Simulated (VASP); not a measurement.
**WC: single point with PBEsol**

WC:

```
CELL_PARAMETERS angstrom
2.90050 0.00000 0.00000
-1.45025 2.51191 0.00000
0.00000 0.00000 2.82900
ATOMIC_POSITIONS crystal
W 0.94232 0.95777 0.89396
C 0.66667 0.33333 0.50000
```

This cell differs from its parent crystal: atom 1 (W) moved by (-0.150, -0.300) A along [1 1 0] and z.

| Property | Result |
| --- | --- |
| Program | VASP 6.6.1 |
| Task | single point |
| Functional | PBEsol |
| Potentials or basis | VASP PAW PBE potentials, release 64 (W_sv, C) |
| Cutoff | 520 eV |
| k mesh | 18 × 18 × 16 |
| Occupations | methfessel-paxton, width 0.2 eV |
| Spin | no spin polarisation |

```yaml
Pressure: 24.7 GPa
Largest_force: 5.880 eV/Å
Band_gap_on_the_k_mesh: zero (bands 9 and 10 overlap by 1.63 eV)
```

Forces in eV/Å, atoms in the order of the input:
```
W    1.677  2.114  5.224
C   -1.677 -2.114 -5.224
```

Stress tensor (GPa, compression positive):
```
13.62 -9.31  8.65
-9.31 33.27 12.25
 8.65 12.25 27.35
```

Levels at points of the mesh, in eV from the Fermi level:
```
           k point  band 7  band 8  band 9  band 10  band 11  band 12
(0.00, 0.00, 0.00)   -4.31   -4.00    1.26     2.11     3.07     5.39
(0.50, 0.00, 0.00)   -4.58   -2.44   -1.82     2.94     4.35     4.71
(0.00, 0.50, 0.00)   -4.42   -3.39   -1.12     2.99     3.89     4.41
(0.50, 0.50, 0.00)   -4.57   -3.32   -1.00     2.92     3.96     4.54
(0.00, 0.00, 0.50)   -3.90   -2.81   -0.65    -0.21     3.58     4.38
(0.50, 0.00, 0.50)   -5.16   -4.52    0.64     3.97     5.11     6.04
(0.00, 0.50, 0.50)   -4.43   -3.74   -0.25     3.99     5.13     5.92
(0.50, 0.50, 0.50)   -4.59   -3.87   -0.06     3.88     5.12     5.73
```

It took 14 min on 1 thread of AMD EPYC 7R43 64-Core Processor (Zen 3), on a shared host, peak memory 0.83 GiB.

Caveat: the cell differs from its parent crystal (atom 1 (W) moved by (-0.150, -0.300) A along [1 1 0] and z); the cell stands under pressure; the PAW data sets were made with another functional, which shifts forces and pressure a little; spin-orbit coupling is left out, which moves the levels of the heavy elements.
